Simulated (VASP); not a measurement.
Wanted: the native input for a VASP 6.6.1 run.

```yaml
Task: single point
Functional: PBE
Potentials_or_basis: VASP PAW PBE potentials, release 64 (Li_sv, Mg, B, N)
Cutoff: 520 eV
k_mesh: 8 × 8 × 8
Occupations: gaussian, width 0.05 eV
Spin: no spin polarisation
Dipole_correction: no
Further_INCAR_settings: ALGO = Normal; EDIFF = 1e-06; NBANDS = 17
```

The structure of LiMgBN2 lies in POSCAR:

```
LiMgBN2
1.0
   -1.7568835200      1.7568835200      4.6212628800
    1.7568835200     -1.7568835200      4.6212628800
    1.7568835200      1.7568835200     -4.6212628800
Li Mg B N
1 1 1 2
Direct
    0.2500000000      0.7500000000      0.5000000000
    0.7500000000      0.2500000000      0.5000000000
    0.5000000000      0.5000000000      0.0000000000
    0.6512635000      0.6512635000      0.0000000000
    0.3487365000      0.3487365000      0.0000000000
```

This cell differs from its parent crystal: strain -0.080 along x and y, +0.040 along z.

These files were run (other wordings do the same):

INCAR

```
PREC = Accurate ; ENCUT = 520
EDIFF = 1E-6 ; ISMEAR = 0
SIGMA = 0.05 ; LREAL = F
LASPH = T ; NELM = 100
ALGO = Normal ; ISIF = 2
LWAVE = F ; LCHARG = F
GGA = PE ; NBANDS = 17
```

KPOINTS

```
regular mesh
0
Gamma
  8 8 8
```

Potentials or basis: VASP PAW PBE potentials, release 64 (Li_sv, Mg, B, N).

Run with:

```sh
$ cat potpaw_PBE.64/Li_sv/POTCAR potpaw_PBE.64/Mg/POTCAR potpaw_PBE.64/B/POTCAR potpaw_PBE.64/N/POTCAR > POTCAR
$ mpirun -np 1 vasp_std > vasp.out
```

It gave:

| Property | Result |
| --- | --- |
| Largest force | 3.626 eV/Å |
| Band gap on the k mesh | 3.03 eV, indirect (least direct gap 4.00 eV) |

Caveat: the cell differs from its parent crystal (strain -0.080 along x and y, +0.040 along z); forces of over 1 eV/Å act on the atoms, so gaps and moduli don't describe the material at rest.

It took 60 s on 1 thread of Intel(R) Xeon(R) 6975P-C (Granite Rapids) (shared host), peak memory 0.27 GiB.
